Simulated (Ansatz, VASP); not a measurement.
**Two plane-wave programs on KZnF3**

```
Zn K F
1.0
     4.05000    0.00000    0.00000
     0.00000    4.05000    0.00000
     0.00000    0.00000    4.05000
Zn K F
1 1 3
Direct
  0.50000 0.50000 0.50000
  0.00000 0.00000 0.00000
  0.50000 0.00000 0.50000
  0.00000 0.50000 0.50000
  0.50000 0.50000 0.00000
```

Alike in both runs: functional r2SCAN; k mesh 7 × 7 × 7; occupations fermi-dirac, width 0.05 eV; no spin polarisation.

```csv
,VASP,Ansatz
version,VASP 6.6.1,Ansatz 0.2.0
potentials or method,"VASP PAW PBE potentials, release 64 (Zn, K_sv, F)",Ansatz PAW
plane-wave cutoff (eV),520,500
valence electrons in the cell,42,42
task,single point,band structure
```

Ansatz gave:

| Quantity | Value |
| --- | --- |
| gap on the k mesh at the Fermi level (eV) | 4.74 |
| least direct gap on the mesh (eV) | 6.59 |
| pressure (GPa) | -0.2 |

Question: What did VASP give for the same quantities?

Answer: gap on the k mesh at the Fermi level (eV): 4.69; least direct gap on the mesh (eV): 6.56; pressure (GPa): 0.0.

VASP's potentials were made for PBE, not for r2SCAN.

Noted on Ansatz's run: the k mesh misses the band edges, so the gap on the mesh is wider than the one along the path.
